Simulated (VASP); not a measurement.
Set up this calculation in VASP 6.6.1, as the native input.

* Task: single point
* Functional: PBE
* Potentials or basis: VASP PAW PBE potentials, release 64 (Ge_d, Sb, Te)
* Cutoff: 520 eV
* k mesh: 12 × 12 × 2
* Occupations: gaussian, width 0.03 eV
* Spin: no spin polarisation
* Dipole correction: no
* Further INCAR settings: ALGO = Normal; EDIFF = 1e-06; NBANDS = 44

The structure of Ge2Sb2Te5 lies in POSCAR:

```
Ge2Sb2Te5
1.0
    4.0939981098      0.0000000000      0.0000000000
   -2.0469990549      3.5455063661      0.0000000000
    0.0000000000      0.0000000000     19.6221235403
Ge Sb Te
2 2 5
Direct
    0.0000000000      0.0000000000      0.3313200918
    0.0000000000      0.0000000000      0.6686799082
    0.3333333333      0.6666666667      0.1120971408
    0.6666666667      0.3333333333      0.8879028592
    0.0000000000      0.0000000000      0.0000000000
    0.3333333333      0.6666666667      0.7914345914
    0.6666666667      0.3333333333      0.2085654086
    0.3333333333      0.6666666667      0.4096023866
    0.6666666667      0.3333333333      0.5903976134
```

These files were run (other wordings do the same):

INCAR

```
SYSTEM = Ge2Sb2Te5
  PREC = Accurate
  ENCUT = 520
  EDIFF = 1E-6
  ISMEAR = 0
  SIGMA = 0.03
  LREAL = .FALSE.
  LASPH = .TRUE.
  NELM = 100
  ALGO = Normal
  ISIF = 2
  LWAVE = .FALSE.
  LCHARG = .TRUE.
  GGA = PE
  LELF = .TRUE.
  LVHAR = .TRUE.
  NBANDS = 44
```

KPOINTS

```
Automatic mesh
0
G
  12 12 2
  0 0 0
```

Potentials or basis: VASP PAW PBE potentials, release 64 (Ge_d, Sb, Te).

Launch:

```bash
$ cat potpaw_PBE.64/Ge_d/POTCAR potpaw_PBE.64/Sb/POTCAR potpaw_PBE.64/Te/POTCAR > POTCAR
$ mpirun -np 1 vasp_std > vasp.out
```

Results of the run:

| Item | Value |
| --- | --- |
| Pressure | 0.0 GPa |
| Largest force | 0.314 eV/Å |
| Band gap on the k mesh | zero (bands 34 and 35 overlap by 0.44 eV) |

Caveat: spin-orbit coupling is left out, which moves the levels of the heavy elements; this functional lacks dispersion, which binds layers or chains, so the pressure and a relaxed spacing across them are unreliable.

It took 6.9 min on 1 thread of Intel(R) Xeon(R) 6975P-C (Granite Rapids), on a shared host, peak memory 0.62 GiB.
